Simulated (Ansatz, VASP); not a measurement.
KF: VASP beside Ansatz

```
K F
1.0
     0.00000    2.58128    2.58128
     2.58128    0.00000    2.58128
     2.58128    2.58128    0.00000
K F
1 1
Direct
  0.00000 0.00000 0.00000
  0.50000 0.50000 0.50000
```

Alike in both runs: functional LDA; k mesh 8 × 8 × 8; occupations gaussian, width 0.02 eV; no spin polarisation.

Ansatz relaxed the structure, and its values are those at the end. VASP's run is a single point on that final structure, the one shown.

```csv
,VASP,Ansatz
version,VASP 6.6.1,Ansatz 0.2.0
potentials or method,"VASP PAW LDA potentials, release 64 (K_sv, F), cutoff 520 eV","scalar-relativistic, plane waves, PAW"
valence electrons in the cell,16,16
```

|  | VASP | Ansatz | Ansatz less VASP |
| --- | --- | --- | --- |
| gap on the k mesh at the Fermi level (eV) | 6.35 | 6.37 | +0.019 |
| least direct gap on the mesh (eV) | 6.35 | 6.37 | +0.019 |
| pressure (GPa) | 0.2 | 0.0 | -0.25 |

LDA's correlation is that of Perdew and Zunger in VASP and of Perdew and Wang (1992) in Ansatz.
